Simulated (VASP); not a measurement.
Here is a VASP 6.6.1 calculation.

File INCAR:

```
ALGO = Normal
EDIFF = 1E-6
ENCUT = 520
GGA = PE
ISIF = 2
ISMEAR = -1
LASPH = True
LCHARG = True
LELF = True
LREAL = False
LVHAR = True
LWAVE = False
NBANDS = 19
NELM = 60
PREC = Accurate
SIGMA = 0.02
```

The input KPOINTS:

```
k-points
0
Gamma
  6 6 6
```

File POSCAR:

```
CeO2
1.0
    0.0000000000      2.7300000000      2.7300000000
    2.7300000000      0.0000000000      2.7300000000
    2.7300000000      2.7300000000      0.0000000000
Ce O
1 2
Direct
    0.0000000000      0.0000000000      0.0000000000
    0.2500000000      0.2500000000      0.2500000000
    0.7500000000      0.7500000000      0.7500000000
```

Potentials or basis: VASP PAW PBE potentials, release 64 (Ce, O).

Run with:

```bash
$ cat potpaw_PBE.64/Ce/POTCAR potpaw_PBE.64/O/POTCAR > POTCAR
$ mpirun -np 1 vasp_std > vasp.out
```

Question: Estimate the band gap on the k mesh.

Answer: 1.98 eV (least direct gap 2.05 eV).

Question: What does it give for the pressure?

Answer: 0.5 GPa.

Caveat: spin-orbit coupling is left out, which moves the levels of the heavy elements; semilocal functionals describe open f shells poorly, which spoils levels, moments and volumes. A k mesh can miss the band edges.
